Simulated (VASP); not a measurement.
Wanted: the native input for a VASP 6.6.1 run.

* Task: single point
* Functional: PBE
* Dispersion: D3(BJ)
* Potentials or basis: VASP PAW PBE potentials, release 64 (Ta_pv, N, F, H)
* Cutoff: 520 eV
* k mesh: 2 × 2 × 1
* Occupations: gaussian, width 0.05 eV
* Spin: no spin polarisation
* Dipole correction: no
* Further INCAR settings: ALGO = Normal; EDIFF = 1e-07; NBANDS = 65

The structure of Ta6HN6F lies in POSCAR:

```
Ta6HN6F
1.0
    5.2084950000      0.0000000000      0.0000000000
   -2.6042480000      4.5106890000      0.0000000000
    0.0000000000      0.0000000000     16.3721220000
Ta N F H
6 6 1 1
Direct
    0.0000000000      0.0000000000      0.0610794374
    0.3378124457      0.6737032857      0.1346739903
    0.6728880237      0.3367705022      0.1358769499
    0.0035499631      0.0067266885      0.2370436160
    0.3287135097      0.6622724378      0.3161033127
    0.6694283908      0.3447426768      0.3198937804
    0.3923922361      0.0000000000      0.0610794374
    0.6076078602      0.6076078400      0.0610794374
   -0.0000000964      0.3923921600      0.0610794374
    0.3922947358      0.0014450121      0.2341167504
    0.6195255975      0.6240177498      0.2303089972
    0.0024838514      0.4013792571      0.2323039127
   -0.4690969614      0.1090210387      0.4205895241
   -0.0009115756      0.7167528065      0.3576874763
```

These files were run (other wordings do the same):

INCAR

```
SYSTEM = Ta6HN6F
ALGO = Normal
EDIFF = 1E-7
ENCUT = 520
GGA = PE
ISIF = 2
ISMEAR = 0
IVDW = 12
LASPH = .TRUE.
LCHARG = .FALSE.
LREAL = .FALSE.
LWAVE = .FALSE.
NBANDS = 65
NELM = 80
PREC = Accurate
SIGMA = 0.05
```

KPOINTS

```
k-points
0
G
  2 2 1
  0 0 0
```

Potentials or basis: VASP PAW PBE potentials, release 64 (Ta_pv, N, F, H).

Run with:

```sh
$ cat potpaw_PBE.64/Ta_pv/POTCAR potpaw_PBE.64/N/POTCAR potpaw_PBE.64/F/POTCAR potpaw_PBE.64/H/POTCAR > POTCAR
$ mpirun -np 1 vasp_std > vasp.out
```

Results of the run:

| Quantity | Value |
| --- | --- |
| Largest force | 2.358 eV/Å |
| Band gap on the k mesh | zero (bands 52 and 53 overlap by 0.12 eV) |
| Dispersion energy per atom | -0.241 eV |

Caveat: the k points lie up to 0.70 Å⁻¹ apart; there is no dipole correction, which matters where the two faces differ; spin-orbit coupling is left out, which moves the levels of the heavy elements.

Wall time 3.5 min on 1 thread of Intel(R) Xeon(R) Platinum 8488C (Sapphire Rapids), on a shared host, peak memory 0.54 GiB.
